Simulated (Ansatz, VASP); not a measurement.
W: VASP beside Ansatz

File INCAR:

```
PREC     = Accurate       # precision mode
ENCUT    = 520            # plane-wave cutoff, eV
EDIFF    = 1E-6           # SCF threshold, eV
ISMEAR   = 0              # smearing method
SIGMA    = 0.15           # smearing width, eV
LREAL    = F              # projectors in reciprocal space
LASPH    = T              # aspherical terms in the spheres
NELM     = 60             # most SCF steps
ALGO     = Fast           # electronic algorithm
ISIF     = 2              # what is computed and relaxed
LWAVE    = F              # write WAVECAR
LCHARG   = F              # write CHGCAR
GGA      = PE             # functional
NBANDS   = 13             # bands
```

The input KPOINTS:

```
regular mesh
0
Gamma
  22 22 22
```

File POSCAR:

```
W
1.0
   -1.6332245751      1.6332245751      1.6332245751
    1.6332245751     -1.6332245751      1.6332245751
    1.6332245751      1.6332245751     -1.6332245751
W
1
Direct
    0.0000000000      0.0000000000      0.0000000000
```

Input for Ansatz:

```yaml
crystal:
  lattice:
    - [-1.6332245751, 1.6332245751, 1.6332245751]
    - [1.6332245751, -1.6332245751, 1.6332245751]
    - [1.6332245751, 1.6332245751, -1.6332245751]
  atoms:
    - { symbol: W, position: [0.0, 0.0, 0.0] }
basis:
  ecutwfc: 420
kpoints:
  mp_grid: { grid: [22, 22, 22] }
hamiltonian:
  xc: pbe
  pseudopotentials: { kind: paw, azcp: { folder: soft_1 } }
scf:
  occupations: { method: gaussian, width: 0.15 }
output:
  forces: true
  stress: true
  eigenvalues: true
```

Alike in both runs: task single point; functional PBE; k mesh 22 × 22 × 22; occupations gaussian, width 0.15 eV; no spin polarisation.

|  | VASP | Ansatz |
| --- | --- | --- |
| version | VASP 6.6.1 | Ansatz 0.2.0 |
| potentials or method | VASP PAW PBE potentials, release 64 (W_sv), cutoff 520 eV | scalar-relativistic, plane waves, PAW |
| valence electrons in the cell | 14 | 14 |

```tsv
	VASP	Ansatz	Ansatz less VASP
gap on the k mesh at the Fermi level (eV)	none	none	-
pressure (GPa)	-19.5	-19.8	-0.26
```

A gap of «none» marks a metal or a gap that the smearing closes.

Neither program's run includes spin-orbit coupling.
